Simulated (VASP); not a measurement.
# PbS (Galena) (Fm-3m) in VASP: notebook, part 2 of 2

VASP 6.6.1. Earlier steps stand in the parts before.

**3. Single point, LDA**

This run uses another cell than the first one, of 25.56 Å³/atom, 1.043 times its volume.

File INCAR:

```
SYSTEM = PbS
ALGO = Normal ; EDIFF = 1E-6
ENCUT = 500 ; GGA = CA
GGA_COMPAT = .False. ; ISIF = 2
ISMEAR = 0 ; LASPH = .True.
LCHARG = .False. ; LREAL = .False.
LWAVE = .False. ; NBANDS = 17
NELM = 120 ; PREC = Accurate
SIGMA = 0.01
```

File KPOINTS:

```
k-points
0
Gamma
  6 6 6
  0 0 0
```

File POSCAR:

```
PbS
1.0
    0.0000000000      2.9458450378      2.9458450378
    2.9458450378      0.0000000000      2.9458450378
    2.9458450378      2.9458450378      0.0000000000
Pb S
1 1
Direct
    0.0000000000      0.0000000000      0.0000000000
    0.5000000000      0.5000000000      0.5000000000
```

Potentials or basis: VASP PAW LDA potentials, release 64 (Pb_d, S).

On the command line:

```sh
$ cat potpaw_LDA.64/Pb_d/POTCAR potpaw_LDA.64/S/POTCAR > POTCAR
$ mpirun -np 1 vasp_std > vasp.out
```

OUTCAR:

```text
SYSTEM = PbS
   EDIFF = 1E-6
   ENCUT = 500
   GGA = CA
   ISIF = 2
   ISMEAR = 0
   LASPH = .True.
   LREAL = .False.
   NELM = 120
   PREC = Accurate

 ion  position               nearest neighbor table
   1  0.000  0.000  0.000-   2 2.95   2 2.95   2 2.95   2 2.95   2 2.95   2 2.95
   2  0.500  0.500  0.500-   1 2.95   1 2.95   1 2.95   1 2.95   1 2.95   1 2.95

  LATTYP: Found a face centered cubic cell.
 ALAT       =     5.8916900756

  Lattice vectors:

 A1 = (   0.0000000000,   2.9458450378,   2.9458450378)
 A2 = (   2.9458450378,   0.0000000000,   2.9458450378)
 A3 = (   2.9458450378,   2.9458450378,   0.0000000000)

Analysis of symmetry for initial positions (statically):
=====================================================================
 Subroutine PRICEL returns:
 Original cell was already a primitive cell.

 Routine SETGRP: Setting up the symmetry group for a
 face centered cubic supercell.

 Subroutine GETGRP returns: Found 48 space group operations
 (whereof 48 operations were pure point group operations)
 out of a pool of 48 trial point group operations.

The static configuration has the point symmetry O_h .

Analysis of symmetry for dynamics (positions and initial velocities):
=====================================================================
 Subroutine PRICEL returns:
 Original cell was already a primitive cell.

 Routine SETGRP: Setting up the symmetry group for a
 face centered cubic supercell.

 Subroutine GETGRP returns: Found 48 space group operations
 (whereof 48 operations were pure point group operations)
 out of a pool of 48 trial point group operations.

The dynamic configuration has the point symmetry O_h .

 Subroutine INISYM returns: Found 48 space group operations
 (whereof 48 operations are pure point group operations),
 and found     1 'primitive' translations

----------------------------------------------------------------------------------------

                                     Primitive cell
[... 100 lines left out ...]
   IMIX   =      4    mixing-type and parameters
     AMIX     =   0.40;   BMIX     =  1.00
     AMIX_MAG =   1.60;   BMIX_MAG =  1.00
  volume/ion in A,a.u.               =      25.56       172.51
  Fermi-wavevector in a.u.,A,eV,Ry     =   1.197287  2.262544 19.503899  1.433496
  Thomas-Fermi vector in A             =   2.333206
   LORBIT       =      0    0 simple, 1 ext, 2 COOP (PROOUT), +10 PAW based schemes
   GGA     = CA    functional components
   LHFCALC =     F    Hartree Fock is set to
   AEXX    =    0.0000 exact exchange contribution
   IVDW    =     0    specifies the selected vdW correction
   LEPSILON=     F    determine dielectric tensor
   LRPA    =     F    only Hartree local field effects (RPA)
 non-spin polarized calculation
 Gauss-broadening in eV      SIGMA  =   0.01
  energy-cutoff  :      500.00
  volume of cell :       51.13
 maximum number of plane-waves:      1313
   NGX = 15   NGY = 15   NGZ = 15

 number of electron      20.0000004 magnetization

 Free energy of the ion-electron system (eV)
  ---------------------------------------------------
  ext. energy  EPLUGINS =         0.00000000
  ---------------------------------------------------
  free energy    TOTEN  =        -9.99679915 eV

  energy without entropy =       -9.99679915  energy(sigma->0) =       -9.99679915

 E-fermi :   5.9673     XC(G=0): -10.1221

 val. band max:        5.8899837651   @ k =   0.5000   0.0000   0.0000
 cond. band min:       6.0232554767   @ k =   0.5000   0.0000   0.0000
 fundamental gap:      0.1332717117
 Fermi energy:         5.9672552948

 k-point     1 :       0.0000    0.0000    0.0000
  band No.  band energies     occupation
      1     -10.9437      2.00000
      2     -10.9437      2.00000
      3     -10.9437      2.00000
      4     -10.9354      2.00000
      5     -10.9354      2.00000
      6      -7.8918      2.00000
[... 297 lines left out ...]
      4     -10.9010      2.00000
      5     -10.8755      2.00000
      6      -6.0444      2.00000
[... 9 lines left out ...]
     16      17.7280      0.00000
     17      18.1214      0.00000

------------------------ aborting loop because EDIFF is reached ----------------------------------------

  FORCE on cell =-STRESS in cart. coord.  units (eV):
  Direction    XX          YY          ZZ          XY          YZ          ZX
  --------------------------------------------------------------------------------------
  -------------------------------------------------------------------------------------
  Total       -0.4578036     -0.4578036     -0.4578036      0.0000000      0.0000000      0.0000000
  in kB      -14.3459772    -14.3459772    -14.3459772      0.0000000      0.0000000      0.0000000
  external PRESSURE =     -14.3459772 kB  Pullay stress =       0.0000000 kB

 VOLUME and BASIS-vectors are now :
 -----------------------------------------------------------------------------
  energy-cutoff  :      500.00
  volume of cell :       51.13
      direct lattice vectors                 reciprocal lattice vectors
     0.000000000  2.945845038  2.945845038    -0.169730584  0.169730584  0.169730584
     2.945845038  0.000000000  2.945845038     0.169730584 -0.169730584  0.169730584
     2.945845038  2.945845038  0.000000000     0.169730584  0.169730584 -0.169730584

 POSITION                                       TOTAL-FORCE (eV/Angst)
 -----------------------------------------------------------------------------------
      0.00000      0.00000      0.00000        -0.000000     -0.000000     -0.000000
      2.94585      2.94585      2.94585         0.000000      0.000000      0.000000
 -----------------------------------------------------------------------------------
    total drift:                               -0.000000      0.000000      0.000000

  FREE ENERGIE OF THE ION-ELECTRON SYSTEM (eV)
  ---------------------------------------------------
  free  energy   TOTEN  =        -9.9967991490 eV

  energy  without entropy=       -9.9967991490  energy(sigma->0) =       -9.99679915
```

stdout:

```text
POSCAR found type information on POSCAR PbS
 POSCAR found :  2 types and       2 ions
 scaLAPACK will be used
 LDA part: xc-table for (Slater(with rela. corr.)+CA(PZ))
 , standard interpolation
 POSCAR, INCAR and KPOINTS ok, starting setup
 FFT: planning ... GRIDC
 FFT: planning ... GRID_SOFT
 FFT: planning ... GRID
 WAVECAR not read
 entering main loop
```

It took 11 s on 1 thread of Intel Xeon 6975P-C, shared host; peak memory 0.15 GiB.

Results:

```
Free energy            : -9.9968 eV
Pressure               : -1.4 GPa
Band gap on the k mesh : 0.13 eV, direct
```

Levels at points of the mesh, in eV from the valence-band top:
| k point | band 6 | band 7 | band 8 | band 9 | band 10 | band 11 | band 12 | band 13 | band 14 | band 15 |
| --- | --- | --- | --- | --- | --- | --- | --- | --- | --- | --- |
| (0.00, 0.00, 0.00) | -13.78 | -6.07 | -2.29 | -2.29 | -2.29 | 5.11 | 5.11 | 5.11 | 6.57 | 6.57 |
| (0.50, 0.00, 0.00) | -12.44 | -9.07 | -1.87 | -1.87 | 0.00 | 0.13 | 1.77 | 1.77 | 8.48 | 10.03 |
| (0.50, 0.50, 0.00) | -11.97 | -7.33 | -5.46 | -3.62 | -3.62 | 3.62 | 5.51 | 5.61 | 5.61 | 11.18 |

Caveat: spin-orbit coupling is left out, which moves the levels of the heavy elements. A k mesh can miss the band edges.

**4. Single point, LDA**

This run uses another cell than the first one, of 26.09 Å³/atom, 1.064 times its volume.

File INCAR:

```
PREC = Accurate
ENCUT = 500
EDIFF = 1E-6
ISMEAR = 0
SIGMA = 0.01
LREAL = False
LASPH = True
NELM = 120
ALGO = Normal
ISIF = 2
LWAVE = False
LCHARG = False
NBANDS = 17
GGA_COMPAT = False
```

File KPOINTS:

```
regular mesh
0
Gamma
  6 6 6
```

File POSCAR:

```
PbS
1.0
    0.0000000000      2.9657500000      2.9657500000
    2.9657500000      0.0000000000      2.9657500000
    2.9657500000      2.9657500000      0.0000000000
Pb S
1 1
Direct
    0.0000000000      0.0000000000      0.0000000000
    0.5000000000      0.5000000000      0.5000000000
```

On the command line:

```sh
$ cat potpaw_LDA.64/Pb_d/POTCAR potpaw_LDA.64/S/POTCAR > POTCAR
$ mpirun -np 1 vasp_std > vasp.out
```

Wall time 9 s (1 thread of Intel Xeon 6975P-C, shared host); peak memory 0.15 GiB.

Results (log left out):

```yaml
Free_energy: -9.9842 eV
Pressure: -2.6 GPa
Band_gap_on_the_k_mesh: 0.21 eV, direct
```

Levels at points of the mesh, in eV from the valence-band top:
| k point | band 8 | band 9 | band 10 | band 11 | band 12 | band 13 |
| --- | --- | --- | --- | --- | --- | --- |
| (0.00, 0.00, 0.00) | -2.16 | -2.16 | -2.16 | 5.07 | 5.07 | 5.07 |
| (0.50, 0.00, 0.00) | -1.76 | -1.76 | 0.00 | 0.21 | 1.83 | 1.83 |
| (0.50, 0.50, 0.00) | -5.26 | -3.46 | -3.46 | 3.73 | 5.46 | 5.56 |

Caveat: spin-orbit coupling is left out, which moves the levels of the heavy elements. A k mesh can miss the band edges.

**5. Overview**

```csv
cell,gap on the mesh (eV),pressure (GPa)
"a = 4.109 Å, angles 60.0°, 2 atoms",-,0.8
"a = 4.166 Å, angles 60.0°, 2 atoms",0.13,-1.4
"a = 4.194 Å, angles 60.0°, 2 atoms",0.21,-2.6
```

Alike in all rows: task single point; level LDA; potentials or basis VASP PAW LDA potentials, release 64 (Pb_d, S); no spin polarisation; k mesh 6 × 6 × 6; cutoff (eV) 500; smearing gaussian 0.01 eV.

Caveats: spin-orbit coupling is left out, which moves the levels of the heavy elements.

Total energies depend on the potentials used, so only differences within one code and one set of settings carry meaning.
